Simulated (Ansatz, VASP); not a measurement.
**Ta in VASP and in Ansatz**

The input INCAR:

```
SYSTEM = Ta
  ALGO = Fast
  EDIFF = 1E-6
  ENCUT = 520
  GGA = PE
  ISIF = 2
  ISMEAR = 0
  LASPH = .TRUE.
  LCHARG = .TRUE.
  LELF = .TRUE.
  LREAL = .FALSE.
  LVHAR = .TRUE.
  LWAVE = .FALSE.
  NBANDS = 12
  NELM = 60
  PREC = Accurate
  SIGMA = 0.15
```

KPOINTS

```
k-points
0
G
  18 18 18
  0 0 0
```

POSCAR

```
Ta
1.0
   -1.7051193670      1.6594835689      1.7839448366
    1.7051193670     -1.6594835689      1.7839448366
    1.7051193670      1.6594835689     -1.7839448366
Ta
1
Direct
    0.0000000000      0.0000000000      0.0000000000
```

Input for Ansatz:

```yaml
crystal:
  lattice:
    - [-1.705119367, 1.6594835689, 1.7839448366]
    - [1.705119367, -1.6594835689, 1.7839448366]
    - [1.705119367, 1.6594835689, -1.7839448366]
  atoms:
    - { symbol: Ta, position: [0.0, 0.0, 0.0] }
basis:
  ecutwfc: 420
kpoints:
  mp_grid: { grid: [18, 18, 18] }
hamiltonian:
  xc: pbe
  pseudopotentials: { kind: paw, azcp: { folder: soft_1 } }
scf:
  occupations: { method: gaussian, width: 0.15 }
output:
  forces: true
  stress: true
  eigenvalues: true
```

Change from the starting cell: normal strain along x +0.0275, normal strain along z +0.0750.

Alike in both runs: task single point; functional PBE; k mesh 18 × 18 × 18; occupations gaussian, width 0.15 eV; no spin polarisation.

|  | VASP | Ansatz |
| --- | --- | --- |
| version | VASP 6.6.1 | Ansatz 0.2.0 |
| potentials or method | VASP PAW PBE potentials, release 64 (Ta_pv), cutoff 520 eV | scalar-relativistic, plane waves, PAW |
| valence electrons in the cell | 11 | 13 |

|  | VASP | Ansatz | Ansatz less VASP |
| --- | --- | --- | --- |
| gap on the k mesh at the Fermi level (eV) | none | none | - |
| pressure (GPa) | -15.7 | -15.6 | +0.06 |
| traceless stress, the component that is largest in VASP (GPa) | -2.74 | -2.74 | +0.002 |

A gap of «none» marks a metal or a gap that the smearing closes. VASP's potentials hold 11 valence electrons a cell and Ansatz's 13, so a difference there can come from the potentials and not from the codes.

Neither program's run includes spin-orbit coupling.
